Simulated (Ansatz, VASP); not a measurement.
# Se in VASP and in Ansatz

File INCAR:

```
SYSTEM = Se
  PREC = Accurate
  ENCUT = 500
  EDIFF = 1E-6
  ISMEAR = 0
  SIGMA = 0.1
  LREAL = .FALSE.
  LASPH = .TRUE.
  NELM = 200
  ALGO = Normal
  ISIF = 2
  LWAVE = .FALSE.
  LCHARG = .TRUE.
  LDAU = .TRUE.
  LDAUTYPE = 2
  LDAUL = 1
  LDAUU = 1.3
  LDAUJ = 0
  LDAUPRINT = 1
  GGA = PE
  LELF = .TRUE.
  LVHAR = .TRUE.
  NBANDS = 9
  GGA_COMPAT = .FALSE.
```

File KPOINTS:

```
Automatic mesh
0
G
  4 4 4
  0 0 0
```

Contents of POSCAR:

```
Se
1.0
   -1.7034486149      1.7034486149      1.7034486149
    1.7034486149     -1.7034486149      1.7034486149
    1.7034486149      1.7034486149     -1.7034486149
Se
1
Direct
    0.0000000000      0.0000000000      0.0000000000
```

Input for Ansatz:

```yaml
crystal:
  lattice:
    - [-1.7034486149, 1.7034486149, 1.7034486149]
    - [1.7034486149, -1.7034486149, 1.7034486149]
    - [1.7034486149, 1.7034486149, -1.7034486149]
  atoms:
    - { symbol: Se, position: [0.0, 0.0, 0.0] }
basis: {}
kpoints:
  mp_grid: { grid: [4, 4, 4] }
hamiltonian:
  xc: pbe
  hubbard: { sites: [{ species: Se, l: p, u_eff: 1.3 }] }
scf:
  occupations: { method: gaussian, width: 0.1 }
  eigensolver: { kind: davidson, full_accuracy: true }
  convergence: { dr2_threshold: "1e-3 eV" }
  max_iter: 99
output:
  forces: true
  stress: true
  eigenvalues: true
```

Alike in both runs: task single point; functional PBE; k mesh 4 × 4 × 4; occupations gaussian, width 0.1 eV; no spin polarisation; Hubbard terms Se p U = 1.3 eV.

```csv
,VASP,Ansatz
version,VASP 6.6.1,Ansatz 0.2.0
potentials or method,"VASP PAW PBE potentials, release 64 (Se)","scalar-relativistic, plane waves, PAW"
plane-wave cutoff (eV),500,420
valence electrons in the cell,6,16
```

```csv
,VASP,Ansatz,Ansatz less VASP
gap on the k mesh at the Fermi level (eV),none,none,-
pressure (GPa),1.1,0.8,-0.28
```

The programs project onto different local orbitals, so the same U acts differently, and such runs can settle in different states. A gap of «none» marks a metal or a gap that the smearing closes. VASP's potentials hold 6 valence electrons a cell and Ansatz's 16, so a difference there can come from the potentials and not from the codes. Ansatz's warnings: filled band counts differ across k points, force scf threshold loose, stress scf threshold loose.

The k mesh is coarse, so the values compare programs but aren't converged.
